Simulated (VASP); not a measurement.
A run of VASP 6.6.1 is set up as follows.

Contents of INCAR:

```
SYSTEM = ScNb2O3
  PREC = Accurate
  ENCUT = 600
  EDIFF = 1E-6
  ISMEAR = 0
  SIGMA = 0.1
  LREAL = .FALSE.
  LASPH = .TRUE.
  NELM = 100
  ALGO = Normal
  ISIF = 3
  LWAVE = .FALSE.
  LCHARG = .FALSE.
  GGA = PE
  IBRION = 2
  NSW = 100
  EDIFFG = -0.01
```

File KPOINTS:

```
regular mesh
0
G
  12 12 4
  0 0 0
```

POSCAR

```
ScNb2O3
1.0
    2.9812288573      0.0000000000      0.0000000000
    0.0000000000      2.9812288573      0.0000000000
    0.0000000000      0.0000000000      9.0405413415
Sc Nb O
1 2 3
Direct
    0.0000000000      0.0000000000      0.0000000000
    0.0000000000      0.5000000000      0.6552968738
    0.5000000000      0.0000000000      0.3447031262
    0.0000000000      0.5000000000      0.4084570912
    0.5000000000      0.0000000000      0.5915429088
    0.5000000000      0.5000000000      0.0000000000
```

Potentials or basis: VASP PAW PBE potentials, release 64 (Sc_sv, Nb_sv, O).

Command:

```sh
$ cat potpaw_PBE.64/Sc_sv/POTCAR potpaw_PBE.64/Nb_sv/POTCAR potpaw_PBE.64/O/POTCAR > POTCAR
$ mpirun -np 1 vasp_std > vasp.out
```

(1) Predict the band gap on the k mesh.

(2) Estimate the relaxed volume.

(3) What does it give for the relaxed cell?

(4) Predict the space group after relaxing (to 0.1 Å).

Answers

(1) zero (an odd number of electrons rules out a gap without spin polarisation).

(2) 13.40 Å³/atom.

(3) a = 2.981 Å, b = 2.981 Å, c = 9.046 Å, α = 90.00°, β = 90.00°, γ = 90.00°.

(4) P-4m2 (No. 115).

Caveat: an odd number of electrons without spin polarisation forces a metal; a magnetic or distorted state may lie lower.
